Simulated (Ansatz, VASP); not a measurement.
# One calculation of LiY3, two programs

POSCAR

```
LiY3
1.0
    0.0000000000      3.8998520000      3.8998520000
    3.8998520000      0.0000000000      3.8998520000
    3.8998520000      3.8998520000      0.0000000000
Li Y
1 3
Direct
    0.0000000000      0.0000000000      0.0000000000
    0.2500000000      0.2500000000      0.2500000000
    0.7500000000      0.7500000000      0.7500000000
    0.5000000000      0.5000000000      0.5000000000
```

INCAR.step1

```
SYSTEM = LiY3
PREC = Accurate ; ENCUT = 830
ISMEAR = -1 ; SIGMA = 0.05
LREAL = .FALSE. ; LASPH = .TRUE.
NELM = 120 ; NBANDS = 26
GGA = PE ; ALGO = Normal
EDIFF = 1E-5 ; LWAVE = .TRUE.
LCHARG = .FALSE. ; GGA_COMPAT = .FALSE.
```

The input INCAR.step2:

```
SYSTEM = LiY3
PREC = Accurate ; ENCUT = 830
EDIFF = 1E-6 ; ISMEAR = -1
SIGMA = 0.05 ; LREAL = .FALSE.
LASPH = .TRUE. ; NELM = 120
ALGO = Normal ; ISIF = 2
LWAVE = .FALSE. ; LCHARG = .FALSE.
METAGGA = R2SCAN ; LMIXTAU = .TRUE.
NBANDS = 26 ; ISTART = 1
GGA_COMPAT = .FALSE.
```

Contents of KPOINTS:

```
regular mesh
0
G
  4 4 4
  0 0 0
```

Input for Ansatz:

```yaml
crystal:
  lattice:
    bravais: fcc
    a: 7.799704
  space_group: 225
  atoms:
    - { symbol: Li, position: [0.0, 0.0, 0.0] }
    - { symbol: "Y", position: [0.25, 0.75, 0.75] }
    - { symbol: "Y", position: [0.5, 0.0, 0.0] }
  reduce_to_primitive: true
basis:
  ecutwfc: 557.833418042754
kpoints:
  mp_grid:
    grid: [4, 4, 4]
hamiltonian:
  xc: r2scan
scf:
  convergence:
    dr2_threshold: 1.0e-10
  occupations:
    method: fermi_dirac
    width: 0.05
output:
  stress: true
```

Alike in both runs: task single point; functional r2SCAN; k mesh 4 × 4 × 4; occupations fermi-dirac, width 0.05 eV; no spin polarisation.

```csv
,VASP,Ansatz
version,VASP 6.6.1,Ansatz 0.2.0
potentials or method,"VASP PAW PBE potentials, release 64 (Li_sv, Y_sv), cutoff 830 eV","plane waves, PAW"
valence electrons in the cell,36,36
```

|  | VASP | Ansatz | Ansatz less VASP |
| --- | --- | --- | --- |
| pressure (GPa) | 0.4 | 0.4 | -0.02 |

VASP's potentials were made for PBE, not for r2SCAN.
